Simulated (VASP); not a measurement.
A run of VASP 6.6.1 is set up as follows.

POSCAR

```
CaO
1.0
    0.0000000000      2.2580126938      2.3975501103
    2.2580126938      0.0000000000      2.3975501103
    2.2580126938      2.2580126938      0.0000000000
Ca O
1 1
Direct
    0.0000000000      0.0000000000      0.0000000000
    0.5000000000      0.5000000000      0.5000000000
```

INCAR.step1

```
SYSTEM = CaO
ALGO = Normal ; EDIFF = 1E-5
ENCUT = 520 ; GGA = PE
ISIF = 2 ; ISMEAR = 0
LASPH = .TRUE. ; LREAL = .FALSE.
LWAVE = .TRUE. ; NBANDS = 15
NELM = 60 ; PREC = Accurate
SIGMA = 0.01
```

Contents of INCAR.step2:

```
SYSTEM = CaO
ALGO = Normal ; EDIFF = 1E-7
ENCUT = 520 ; GGA = PE
HFSCREEN = 0.2079 ; ISIF = 2
ISMEAR = 0 ; ISTART = 1
LASPH = .TRUE. ; LCHARG = .TRUE.
LELF = .TRUE. ; LHFCALC = .TRUE.
LREAL = .FALSE. ; LVHAR = .TRUE.
LWAVE = .FALSE. ; NBANDS = 15
NELM = 60 ; PREC = Accurate
PRECFOCK = Normal ; SIGMA = 0.01
```

KPOINTS

```
k-points
0
G
  6 6 6
  0 0 0
```

Potentials or basis: VASP PAW PBE potentials, release 64 (Ca_sv, O).

Launch:

```console
$ cat potpaw_PBE.64/Ca_sv/POTCAR potpaw_PBE.64/O/POTCAR > POTCAR
$ cp INCAR.step1 INCAR
$ mpirun -np 1 vasp_std > vasp.out
$ cp INCAR.step2 INCAR
$ mpirun -np 1 vasp_std > vasp.out
```

What does it give for the band gap on the k mesh?

5.13 eV (least direct gap 5.51 eV).

Predict the pressure.

20.7 GPa.

Stress tensor (GPa, compression positive):
```
26.46  0.00  0.00
 0.00 26.46  0.00
 0.00  0.00  9.15
```

Caveat: the cell differs from its parent crystal (biaxial xy strain -5.8%); the stress differs along the axes, from 9 to 26 GPa; the PAW data sets were made with another functional, which shifts forces and pressure a little. A k mesh can miss the band edges.
